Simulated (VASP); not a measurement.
Write the native input for VASP 6.6.1 that does the following.

* Task: relaxation of cell and atoms
* Functional: LDA
* Potentials or basis: VASP PAW LDA potentials, release 64 (Li_sv)
* Cutoff: 600 eV
* k mesh: 13 × 13 × 13
* Occupations: fermi-dirac, width 0.1 eV
* Spin: no spin polarisation
* Dipole correction: no
* Further INCAR settings: ALGO = Normal; EDIFF = 1e-06; IBRION = 2; EDIFFG = -0.01; NSW = 80; ISIF = 3

The structure of Li lies in POSCAR:

```
Li
1.0
   -1.7546500000      1.7546500000      1.7546500000
    1.7546500000     -1.7546500000      1.7546500000
    1.7546500000      1.7546500000     -1.7546500000
Li
1
Direct
    0.0000000000      0.0000000000      0.0000000000
```

These files were run (other wordings do the same):

INCAR

```
PREC = Accurate ; ENCUT = 600
EDIFF = 1E-6 ; ISMEAR = -1
SIGMA = 0.1 ; LREAL = False
LASPH = True ; NELM = 80
ALGO = Normal ; ISIF = 3
LWAVE = False ; LCHARG = False
GGA = CA ; IBRION = 2
NSW = 80 ; EDIFFG = -0.01
```

KPOINTS

```
Automatic mesh
0
Gamma
  13 13 13
```

Potentials or basis: VASP PAW LDA potentials, release 64 (Li_sv).

Launch:

```sh
$ cat potpaw_LDA.64/Li_sv/POTCAR > POTCAR
$ mpirun -np 1 vasp_std > vasp.out
```

It gave:

- Relaxed volume: 18.68 Å³/atom
- Relaxed cell: a = 2.895 Å, b = 2.895 Å, c = 2.895 Å, α = 109.47°, β = 109.47°, γ = 109.47°
- Space group after relaxing (to 0.05 Å): Im-3m (No. 229)
- Energy gained by relaxing: 16.9 meV/atom
- Ionic steps: 4
- Pressure after relaxing: 0.1 GPa

Caveat: the cutoff is under 1.25 times the usual one of these potentials, so pressure, stress and relaxed cells hold a basis-set (Pulay) error; the volume moved by -14 % from the deposited cell, more than functionals usually miss.

It took 8.9 s on 1 thread of Intel(R) Xeon(R) Platinum 8375C CPU @ 2.90GHz (Ice Lake), on a shared host, peak memory 0.12 GiB.
